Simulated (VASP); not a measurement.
# H (I4/mmm) in VASP: further runs, part 2 of 3

VASP 6.6.1.

### Step 4. Single point, PBE (biaxial strain in the a-b plane: +2.0 %, then relaxed in part)

File INCAR:

```
  PREC = Accurate
  ENCUT = 520
  EDIFF = 1E-6
  ISMEAR = 0
  SIGMA = 0.02
  LREAL = False
  LASPH = True
  NELM = 80
  ALGO = Normal
  ISIF = 2
  LWAVE = False
  LCHARG = False
  GGA = PE
  NBANDS = 10
```

File KPOINTS:

```
regular mesh
0
Gamma
  6 6 6
```

File POSCAR:

```
H
1.0
    3.7839871576      0.0000000000      0.0000000000
    0.0000000000      3.7839871576      0.0000000000
    0.0000000000      0.0000000000      4.5193938126
H
4
Direct
    0.0000000000      0.0000000000      0.9169381930
    0.0000000000      0.0000000000      0.0830618070
    0.5000000000      0.5000000000      0.4169381930
    0.5000000000      0.5000000000      0.5830618070
```

Potentials or basis: VASP PAW PBE potentials, release 64 (H).

Command:

```bash
cat potpaw_PBE.64/H/POTCAR > POTCAR
mpirun -np 1 vasp_std > vasp.out
```

OUTCAR:

```text
PREC = Accurate
   ENCUT = 520
   EDIFF = 1E-6
   ISMEAR = 0
   LREAL = False
   LASPH = True
   NELM = 80
   ISIF = 2
   GGA = PE

 ion  position               nearest neighbor table
   1  0.000  0.000  0.917-   2 0.75
   2  0.000  0.000  0.083-   1 0.75
   3  0.500  0.500  0.417-   4 0.75
   4  0.500  0.500  0.583-   3 0.75

  LATTYP: Found a simple tetragonal cell.
 ALAT       =     3.7839871576
 C/A-ratio  =     1.1943470272

  Lattice vectors:

 A1 = (   3.7839871576,   0.0000000000,   0.0000000000)
 A2 = (   0.0000000000,   3.7839871576,   0.0000000000)
 A3 = (   0.0000000000,   0.0000000000,   4.5193938126)

Analysis of symmetry for initial positions (statically):
=====================================================================
 Subroutine PRICEL returns following result:

  LATTYP: Found a body centered tetragonal cell.
 ALAT       =     3.7839871576
 C/A-ratio  =     1.1943470272

  Lattice vectors:

 A1 = (  -1.8919935788,  -1.8919935788,  -2.2596969063)
 A2 = (   1.8919935788,   1.8919935788,  -2.2596969063)
 A3 = (   1.8919935788,  -1.8919935788,   2.2596969063)

   2 primitive cells build up your supercell.

 Routine SETGRP: Setting up the symmetry group for a
 simple tetragonal supercell.

 Subroutine GETGRP returns: Found 16 space group operations
 (whereof 16 operations were pure point group operations)
 out of a pool of 16 trial point group operations.

The static configuration has the point symmetry D_4h.

Analysis of symmetry for dynamics (positions and initial velocities):
=====================================================================
 Subroutine PRICEL returns following result:

  LATTYP: Found a body centered tetragonal cell.
 ALAT       =     3.7839871576
 C/A-ratio  =     1.1943470272

  Lattice vectors:

 A1 = (  -1.8919935788,  -1.8919935788,  -2.2596969063)
 A2 = (   1.8919935788,   1.8919935788,  -2.2596969063)
 A3 = (   1.8919935788,  -1.8919935788,   2.2596969063)

   2 primitive cells build up your supercell.

 Routine SETGRP: Setting up the symmetry group for a
 simple tetragonal supercell.

 Subroutine GETGRP returns: Found 16 space group operations
 (whereof 16 operations were pure point group operations)
 out of a pool of 16 trial point group operations.

The dynamic configuration has the point symmetry D_4h.

 Subroutine INISYM returns: Found 16 space group operations
 (whereof 16 operations are pure point group operations),
 and found     2 'primitive' translations

----------------------------------------------------------------------------------------

                                     Primitive cell

  volume of cell :      32.3556

  direct lattice vectors                    reciprocal lattice vectors
    -1.891993579 -1.891993579 -2.259696906     0.000000000 -0.264271510 -0.221268613
     1.891993579  1.891993579 -2.259696906     0.264271510  0.000000000 -0.221268613
     1.891993579 -1.891993579  2.259696906     0.264271510 -0.264271510  0.000000000

  length of vectors
     3.502214944  3.502214944  3.502214944     0.344672642  0.344672642  0.373736354

  position of ions in fractional coordinates (direct lattice)
[... 33 lines left out ...]

 Following reciprocal coordinates:
            Coordinates               Weight
  0.000000  0.000000  0.000000      1.000000
  0.166667  0.000000  0.000000      4.000000
  0.333333  0.000000  0.000000      4.000000
  0.500000  0.000000  0.000000      2.000000
  0.166667  0.166667  0.000000      4.000000
  0.333333  0.166667  0.000000      8.000000
[... 16 lines left out ...]
  0.333333  0.000000  0.333333      8.000000
  0.500000  0.000000  0.333333      4.000000
 [... further k-points ...]
   k-points           NKPTS =     40   k-points in BZ     NKDIM =     40   number of bands    NBANDS=     10
   number of dos      NEDOS =    301   number of ions     NIONS =      4
   total plane-waves  NPLWV =  28224
   dimension x,y,z NGX =    28 NGY =   28 NGZ =   36
   dimension x,y,z NGXF=    56 NGYF=   56 NGZF=   72
   ions per type =               4
   NGX,Y,Z   is equivalent  to a cutoff of  12.30, 12.30, 13.24 a.u.
   NGXF,Y,Z  is equivalent  to a cutoff of  24.60, 24.60, 26.49 a.u.
 SYSTEM =  unknown system
   PREC   = accura    normal or accurate (medium, high low for compatibility)
   ISTART =      0    job   : 0-new  1-cont  2-samecut
   ICHARG =      2    charge: 1-file 2-atom 10-const
   ISPIN  =      1    spin polarized calculation?
   LNONCOLLINEAR =      F non collinear calculations
   LSORBIT =      F    spin-orbit coupling
   LASPH  =      T    aspherical Exc in radial PAW
   ENCUT  =  520.0 eV  38.22 Ry    6.18 a.u.   7.04  7.04  8.40*2*pi/ulx,y,z
   NELM   =     80;   NELMIN=  2; NELMDL= -5     # of ELM steps
   EDIFF  = 0.1E-05   stopping-criterion for ELM
   LREAL  =      F    real-space projection
   EDIFFG = 0.1E-04   stopping-criterion for IOM
   NSW    =      0    number of steps for IOM
   IBRION =     -1    ionic relax: 0-MD 1-quasi-New 2-CG
   NFREE  =      0    steps in history (QN), initial steepest desc. (CG)
   ISIF   =      2    stress and relaxation
   ISYM   =      2    0-nonsym 1-usesym 2-fastsym
   POTIM  = 0.5000    time-step for ionic-motion
   TEBEG  =    0.0;   TEEND  =   0.0 temperature during run
   PSTRESS=    0.0 pullay stress
   NELECT =       4.0000    total number of electrons
   NUPDOWN=      -1.0000    fix difference up-down
   EMIN   =  10.00;   EMAX   =-10.00  energy-range for DOS
   EFERMI =   0.00;   METHOD = LEGACY
   ISMEAR =     0;   SIGMA  =   0.02  broadening in eV -4-tet -1-fermi 0-gaus
   EFERMI_NEDOS =   21; number of points for ismear=-14 and -15
   IALGO  =     38    algorithm
   IMIX   =      4    mixing-type and parameters
     AMIX     =   0.40;   BMIX     =  1.00
     AMIX_MAG =   1.60;   BMIX_MAG =  1.00
  volume/ion in A,a.u.               =      16.18       109.17
  Fermi-wavevector in a.u.,A,eV,Ry     =   0.647294  1.223209  5.700701  0.418990
  Thomas-Fermi vector in A             =   1.715555
   LORBIT       =      0    0 simple, 1 ext, 2 COOP (PROOUT), +10 PAW based schemes
   GGA     = PE    functional components
   LHFCALC =     F    Hartree Fock is set to
   AEXX    =    0.0000 exact exchange contribution
   IVDW    =     0    specifies the selected vdW correction
   LEPSILON=     F    determine dielectric tensor
   LRPA    =     F    only Hartree local field effects (RPA)
 non-spin polarized calculation
 Gauss-broadening in eV      SIGMA  =   0.02
  energy-cutoff  :      520.00
  volume of cell :       64.71
 maximum number of plane-waves:      1766
   NGX = 15   NGY = 15   NGZ = 17

 number of electron       3.9999997 magnetization

 Free energy of the ion-electron system (eV)
  ---------------------------------------------------
  ext. energy  EPLUGINS =         0.00000000
  ---------------------------------------------------
  free energy    TOTEN  =       -13.57968867 eV

  energy without entropy =      -13.57968867  energy(sigma->0) =      -13.57968867

 E-fermi :  -8.7626     XC(G=0):  -4.5960

 val. band max:       -8.8639680879   @ k =   0.0000   0.0000   0.0000
 cond. band min:       0.4093771858   @ k =   0.5000   0.0000   0.5000
 fundamental gap:      9.2733452737
 Fermi energy:        -8.7626142165

 k-point     1 :       0.0000    0.0000    0.0000
  band No.  band energies     occupation
      1     -10.2200      2.00000
      2      -8.8640      2.00000
      3       1.4516      0.00000
      4       3.1198      0.00000
      5       5.9205      0.00000
      6       6.0848      0.00000
      7       6.0848      0.00000
      8       6.6952      0.00000
      9       8.0919      0.00000
     10      12.0088      0.00000
[... 287 lines left out ...]
 k-point    24 :       0.5000    0.0000    0.3333
  band No.  band energies     occupation
      1      -9.3487      2.00000
      2      -9.3487      2.00000
      3       0.6997      0.00000
      4       0.6997      0.00000
      5       5.6835      0.00000
      6       5.6835      0.00000
      7       8.8923      0.00000
      8       8.8923      0.00000
      9       9.0857      0.00000
     10       9.0857      0.00000

 [... further k-points ...]
[... 5 lines left out ...]
  --------------------------------------------------------------------------------------
  -------------------------------------------------------------------------------------
  Total       -0.0571915     -0.0571915     -0.0828532      0.0000000     -0.0000000      0.0000000
  in kB       -1.4159971     -1.4159971     -2.0513527      0.0000000     -0.0000000      0.0000000
  external PRESSURE =      -1.6277823 kB  Pullay stress =       0.0000000 kB

 VOLUME and BASIS-vectors are now :
 -----------------------------------------------------------------------------
  energy-cutoff  :      520.00
  volume of cell :       64.71
      direct lattice vectors                 reciprocal lattice vectors
     3.783987158  0.000000000  0.000000000     0.264271510  0.000000000  0.000000000
     0.000000000  3.783987158  0.000000000     0.000000000  0.264271510  0.000000000
     0.000000000  0.000000000  4.519393813     0.000000000  0.000000000  0.221268613

 POSITION                                       TOTAL-FORCE (eV/Angst)
 -----------------------------------------------------------------------------------
      0.00000      0.00000      4.14400         0.000000     -0.000000      0.011737
      0.00000      0.00000      0.37539         0.000000     -0.000000     -0.011737
      1.89199      1.89199      1.88431        -0.000000      0.000000      0.011737
      1.89199      1.89199      2.63509         0.000000      0.000000     -0.011737
 -----------------------------------------------------------------------------------
    total drift:                                0.000000      0.000000      0.000000

  FREE ENERGIE OF THE ION-ELECTRON SYSTEM (eV)
  ---------------------------------------------------
  free  energy   TOTEN  =       -13.5796886667 eV

  energy  without entropy=      -13.5796886667  energy(sigma->0) =      -13.57968867
```

Run time: 29 s. Hardware: 1 thread of Intel Xeon 8259CL, shared host; peak memory 0.17 GiB.

Results:

```yaml
Free_energy: -13.5797 eV
Pressure: -0.2 GPa
Largest_force: 0.012 eV/Å
Band_gap_on_the_k_mesh: 9.27 eV
```

Forces on the atoms (eV/Å):
```
H    0.000  0.000  0.012
H    0.000  0.000 -0.012
H    0.000  0.000  0.012
H    0.000  0.000 -0.012
```

Caveat: the cell differs from its parent crystal (biaxial strain in the a-b plane: +2.0 %, then relaxed in part); this functional lacks dispersion, which holds the molecules together, so the pressure and a relaxed volume are unreliable.

### Step 5. Single point, PBE (biaxial strain in the a-b plane: +2.0 %)

File INCAR:

```
SYSTEM = H
PREC = Accurate
ENCUT = 520
EDIFF = 1E-6
ISMEAR = 0
SIGMA = 0.02
LREAL = .False.
LASPH = .True.
NELM = 80
ALGO = Normal
ISIF = 2
LWAVE = .False.
LCHARG = .False.
GGA = PE
NBANDS = 10
```

File KPOINTS:

```
regular mesh
0
Gamma
  6 6 6
  0 0 0
```

File POSCAR:

```
H
1.0
    3.7839871576      0.0000000000      0.0000000000
    0.0000000000      3.7839871576      0.0000000000
    0.0000000000      0.0000000000      4.5163254183
H
4
Direct
    0.0000000000      0.0000000000      0.9178920220
    0.0000000000      0.0000000000      0.0821079780
    0.5000000000      0.5000000000      0.4178920220
    0.5000000000      0.5000000000      0.5821079780
```

Potentials or basis: VASP PAW PBE potentials, release 64 (H).

Command:

```bash
cat potpaw_PBE.64/H/POTCAR > POTCAR
mpirun -np 1 vasp_std > vasp.out
```

OUTCAR:

```text
SYSTEM = H
   PREC = Accurate
   ENCUT = 520
   EDIFF = 1E-6
   ISMEAR = 0
   LREAL = .False.
   LASPH = .True.
   NELM = 80
   ISIF = 2
   GGA = PE

 ion  position               nearest neighbor table
   1  0.000  0.000  0.918-   2 0.74
   2  0.000  0.000  0.082-   1 0.74
   3  0.500  0.500  0.418-   4 0.74
   4  0.500  0.500  0.582-   3 0.74

[... 528 lines left out ...]

  FORCE on cell =-STRESS in cart. coord.  units (eV):
  Direction    XX          YY          ZZ          XY          YZ          ZX
  --------------------------------------------------------------------------------------
  -------------------------------------------------------------------------------------
  Total       -0.0583198     -0.0583198      0.3925430      0.0000000      0.0000000     -0.0000000
  in kB       -1.4449143     -1.4449143      9.7255313      0.0000000      0.0000000     -0.0000000
  external PRESSURE =       2.2785676 kB  Pullay stress =       0.0000000 kB

 VOLUME and BASIS-vectors are now :
 -----------------------------------------------------------------------------
  energy-cutoff  :      520.00
  volume of cell :       64.67
      direct lattice vectors                 reciprocal lattice vectors
     3.783987158  0.000000000  0.000000000     0.264271510  0.000000000  0.000000000
     0.000000000  3.783987158  0.000000000     0.000000000  0.264271510  0.000000000
     0.000000000  0.000000000  4.516325418     0.000000000  0.000000000  0.221418943

 POSITION                                       TOTAL-FORCE (eV/Angst)
 -----------------------------------------------------------------------------------
      0.00000      0.00000      4.14550         0.000000      0.000000     -0.310516
      0.00000      0.00000      0.37083        -0.000000     -0.000000      0.310516
      1.89199      1.89199      1.88734         0.000000      0.000000     -0.310516
      1.89199      1.89199      2.62899        -0.000000     -0.000000      0.310516
 -----------------------------------------------------------------------------------
    total drift:                                0.000000      0.000000      0.000000

  FREE ENERGIE OF THE ION-ELECTRON SYSTEM (eV)
  ---------------------------------------------------
  free  energy   TOTEN  =       -13.5769694378 eV

  energy  without entropy=      -13.5769694378  energy(sigma->0) =      -13.57696944
```

OSZICAR:

```text
N       E                     dE             d eps       ncg     rms          rms(c)
DAV:   1    -0.103941864946E+02   -0.10394E+02   -0.11563E+03   800   0.263E+02
DAV:   2    -0.147470631046E+02   -0.43529E+01   -0.43140E+01  1074   0.391E+01
DAV:   3    -0.148482348030E+02   -0.10117E+00   -0.10111E+00   950   0.483E+00
DAV:   4    -0.148485217418E+02   -0.28694E-03   -0.28694E-03   882   0.296E-01
DAV:   5    -0.148485230025E+02   -0.12608E-05   -0.12607E-05   898   0.205E-02    0.637E+00
DAV:   6    -0.139870226326E+02    0.86150E+00   -0.38760E-01   828   0.222E+00    0.347E+00
DAV:   7    -0.135691780862E+02    0.41784E+00   -0.91087E-01   830   0.351E+00    0.425E-01
DAV:   8    -0.135800323794E+02   -0.10854E-01   -0.17656E-02   816   0.564E-01    0.293E-01
DAV:   9    -0.135769345424E+02    0.30978E-02   -0.63341E-03   838   0.290E-01    0.207E-02
DAV:  10    -0.135769568280E+02   -0.22286E-04   -0.11528E-04   860   0.616E-02    0.753E-03
DAV:  11    -0.135769692685E+02   -0.12441E-04   -0.83079E-06   826   0.237E-02    0.365E-03
DAV:  12    -0.135769694378E+02   -0.16932E-06   -0.16498E-07   848   0.264E-03
   1 F= -.13576969E+02 E0= -.13576969E+02  d E =-.308383E-21
```

Run time: 27 s. Hardware: 1 thread of Intel Xeon 8259CL, shared host; peak memory 0.16 GiB.

Results:

```
Free energy            : -13.5770 eV
Pressure               : 0.2 GPa
Largest force          : 0.311 eV/Å
Band gap on the k mesh : 9.36 eV
```

Forces on the atoms (eV/Å):
```
H    0.000  0.000 -0.311
H    0.000  0.000  0.311
H    0.000  0.000 -0.311
H    0.000  0.000  0.311
```

Stress tensor (GPa, compression positive):
```
-0.14  0.00  0.00
 0.00 -0.14  0.00
 0.00  0.00  0.97
```

Levels at points of the mesh, in eV from the valence-band top:
```csv
k point,band 1,band 2,band 3,band 4,band 5,band 6,band 7
"(0.00, 0.00, 0.00)",-1.34,0.00,10.43,12.00,14.86,15.01,15.01
"(0.50, 0.00, 0.00)",-0.54,-0.54,11.13,11.13,12.57,12.57,17.44
"(0.50, 0.50, 0.00)",-0.35,-0.35,10.73,10.73,13.43,13.43,15.03
"(0.00, 0.00, 0.50)",-0.67,-0.67,10.06,10.06,16.77,16.77,16.77
"(0.50, 0.00, 0.50)",-0.46,-0.46,9.36,9.36,15.34,15.34,17.13
"(0.50, 0.50, 0.50)",-0.29,-0.29,11.24,11.24,12.55,12.55,12.55
```

Caveat: the cell differs from its parent crystal (biaxial strain in the a-b plane: +2.0 %); this functional lacks dispersion, which holds the molecules together, so the pressure and a relaxed volume are unreliable. A k mesh can miss the band edges.

(Continued in part 3 of 3.)
